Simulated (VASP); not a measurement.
Set up this calculation in VASP 6.6.1, as the native input.

```
Task                   : single point
Functional             : PBEsol
Potentials or basis    : VASP PAW PBE potentials, release 64 (Ta_pv)
Cutoff                 : 520 eV
k mesh                 : 12 × 12 × 6
Occupations            : gaussian, width 0.15 eV
Spin                   : no spin polarisation
Dipole correction      : no
Further INCAR settings : ALGO = Fast; EDIFF = 1e-06; NBANDS = 54
```

The structure of Ta lies in POSCAR:

```
Ta
1.0
    4.8958972506      0.0000000000      0.0000000000
   -2.4479486253      4.3691075779      0.0000000000
    0.0000000000      0.0000000000      8.3683696052
Ta
8
Direct
    0.0000000000      0.3231711699      0.0000000000
    0.3231711699      0.0000000000      0.0000000000
    0.6768288301      0.6768288301      0.0000000000
    0.0000000000      0.6768288301      0.5000000000
    0.6768288301      0.0000000000      0.5000000000
    0.3231711699      0.3231711699      0.5000000000
    0.6666666667      0.3333333333      0.7500000000
    0.3333333333      0.6666666667      0.2500000000
```

This cell differs from its parent crystal: strain -0.0150 x Voigt [1, -1, 0, 0, 0, 0].

These files were run (other wordings do the same):

INCAR

```
SYSTEM = Ta
ALGO = Fast
EDIFF = 1E-6
ENCUT = 520
GGA = PS
ISIF = 2
ISMEAR = 0
LASPH = .True.
LCHARG = .False.
LREAL = .False.
LWAVE = .False.
NBANDS = 54
NELM = 100
PREC = Accurate
SIGMA = 0.15
```

KPOINTS

```
k-points
0
Gamma
  12 12 6
  0 0 0
```

Potentials or basis: VASP PAW PBE potentials, release 64 (Ta_pv).

Run with:

```bash
$ cat potpaw_PBE.64/Ta_pv/POTCAR > POTCAR
$ mpirun -np 1 vasp_std > vasp.out
```

It gave:

The pressure is 0.2 GPa. The largest force is 0.084 eV/Å and the band gap on the k mesh is zero (bands 44 and 45 overlap by 0.53 eV).

Caveat: the cell differs from its parent crystal (strain -0.0150 x Voigt [1, -1, 0, 0, 0, 0]); the PAW data sets were made with another functional, which shifts forces and pressure a little; spin-orbit coupling is left out, which moves the levels of the heavy elements.

Run time: 63 min on 1 thread of Oxide Virtual Turin-like Processor, with other jobs on the host, peak memory 1.1 GiB.
